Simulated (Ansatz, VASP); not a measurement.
# One calculation of TaC5, two programs

```
Ta C
1.0
     2.28271   -4.15550    0.00000
     2.28271    4.15550    0.00000
     0.00000    0.00000    3.27904
Ta C
1 5
Cartesian
  2.2827 0.0000 0.0000
  2.2827 -2.7733 0.0000
  2.2827 2.7733 0.0000
  1.1414 2.0777 0.4669
  1.1414 -2.0777 2.8121
  0.0000 0.0000 0.0000
```

Alike in both runs: functional PBE; k mesh 4 × 4 × 4; occupations gaussian, width 0.1 eV; no spin polarisation.

Ansatz relaxed the structure, and its values are those at the end. VASP's run is a single point on that final structure, the one shown.

```csv
,VASP,Ansatz
version,VASP 6.6.1,Ansatz 0.2.0
potentials or method,"VASP PAW PBE potentials, release 64 (Ta_pv, C), cutoff 520 eV","scalar-relativistic, plane waves, PAW"
valence electrons in the cell,31,33
```

Ansatz gave:

| Quantity | Value |
| --- | --- |
| gap on the k mesh at the Fermi level (eV) | none |
| pressure (GPa) | 0.0 |
| rms of the force components (eV/Å) | 0.007 |

Task: Estimate VASP's values.

Result: gap on the k mesh at the Fermi level (eV): none; pressure (GPa): 0.3; rms of the force components (eV/Å): 0.012.

A gap of «none» marks a metal or a gap that the smearing closes. VASP's potentials hold 31 valence electrons a cell and Ansatz's 33, so a difference there can come from the potentials and not from the codes.

The k mesh is coarse, so the values compare programs but aren't converged. Spin-orbit coupling is off throughout.
